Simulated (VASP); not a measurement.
Input of a VASP 6.6.1 run:

The input INCAR:

```
ALGO = Normal ; EDIFF = 1E-6
ENCUT = 600 ; GGA = CA
GGA_COMPAT = F ; ISIF = 2
ISMEAR = 0 ; LASPH = T
LCHARG = F ; LREAL = F
LWAVE = F ; NBANDS = 21
NELM = 120 ; PREC = Accurate
SIGMA = 0.01
```

File KPOINTS:

```
k-points
0
Gamma
  4 4 2
```

The input POSCAR:

```
MgHgSe2
1.0
    4.3138610695      0.0000000000      0.0000000000
    0.0000000000      4.3138610695      0.0000000000
    0.0000000000      0.0000000000      5.9854478202
Mg Se Hg
1 2 1
Direct
    0.0000000000      0.0000000000      0.0000000000
    0.0000000000      0.5000000000      0.2354752525
    0.5000000000      0.0000000000      0.7645247475
    0.5000000000      0.5000000000      0.5000000000
```

Potentials or basis: VASP PAW LDA potentials, release 64 (Mg, Se, Hg).

Run with:

```console
$ cat potpaw_LDA.64/Mg/POTCAR potpaw_LDA.64/Se/POTCAR potpaw_LDA.64/Hg/POTCAR > POTCAR
$ mpirun -np 1 vasp_std > vasp.out
```

(1) What does it give for the largest force?

(2) Estimate the pressure.

(3) What does it give for the band gap on the k mesh?

Answers

(1) 0.096 eV/Å.

(2) -2.4 GPa.

(3) 0.45 eV, direct.

Caveat: the k points lie up to 0.52 Å⁻¹ apart; spin-orbit coupling is left out, which moves the levels of the heavy elements.
